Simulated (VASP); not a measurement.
A run of VASP 6.6.1 is set up as follows.

Contents of INCAR:

```
PREC = Accurate
ENCUT = 400
EDIFF = 1E-8
ISMEAR = -1
SIGMA = 0.08
LREAL = F
LASPH = T
NELM = 120
ALGO = Normal
ISIF = 2
LWAVE = F
LCHARG = F
GGA = PS
LEFG = T
NBANDS = 8
GGA_COMPAT = F
```

File KPOINTS:

```
regular mesh
0
Gamma
  10 10 9
```

POSCAR

```
P
1.0
    4.1874467602      0.0000000000      0.0000000000
    0.0000000000      4.1874467602      0.0000000000
    0.0000000000      0.0000000000      4.3780000000
P
1
Direct
    0.0000000000      0.0000000000      0.0000000000
```

Potentials or basis: VASP PAW PBE potentials, release 64 (P).

The run is started by

```bash
$ cat potpaw_PBE.64/P/POTCAR > POTCAR
$ mpirun -np 1 vasp_std > vasp.out
```

Task: Estimate the pressure.

Result: -4.2 GPa.

Electric field gradients, principal values (V/Å²):
```csv
atom,least,middle,greatest (by size)
1 P,0.699,0.699,-1.397
```

Caveat: the cell differs from its parent crystal (equal xx and yy strain of -2 %); without QUAD_EFG the Cq values of the log hold for a quadrupole moment of 1 mb, not for the nuclei; the PAW data sets were made with another functional, which shifts forces and pressure a little.
